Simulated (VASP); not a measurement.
Input of a VASP 6.6.1 run:

INCAR

```
SYSTEM = Zn
PREC = Accurate
ENCUT = 520
EDIFF = 1E-7
ISMEAR = 0
SIGMA = 0.3
LREAL = .FALSE.
LASPH = .TRUE.
NELM = 60
ALGO = Normal
ISIF = 2
LWAVE = .FALSE.
LCHARG = .FALSE.
GGA = PE
NBANDS = 19
```

Contents of KPOINTS:

```
Automatic mesh
0
G
  14 14 7
  0 0 0
```

File POSCAR:

```
Zn
1.0
    2.6556370042      0.0000000000      0.0000000000
   -1.3278185021      2.2998491089      0.0000000000
    0.0000000000      0.0000000000      4.9624616040
Zn
2
Direct
    0.3333333333      0.6666666667      0.2500000000
    0.6666666667      0.3333333333      0.7500000000
```

Potentials or basis: VASP PAW PBE potentials, release 64 (Zn).

Launch:

```sh
$ cat potpaw_PBE.64/Zn/POTCAR > POTCAR
$ mpirun -np 1 vasp_std > vasp.out
```

(1) What does it give for the pressure?

(2) What does it give for the band gap on the k mesh?

Results:

(1) 0.5 GPa.

(2) zero (band 12 reaches 4.59 eV, above the bottom of band 13 at 0.02 eV).
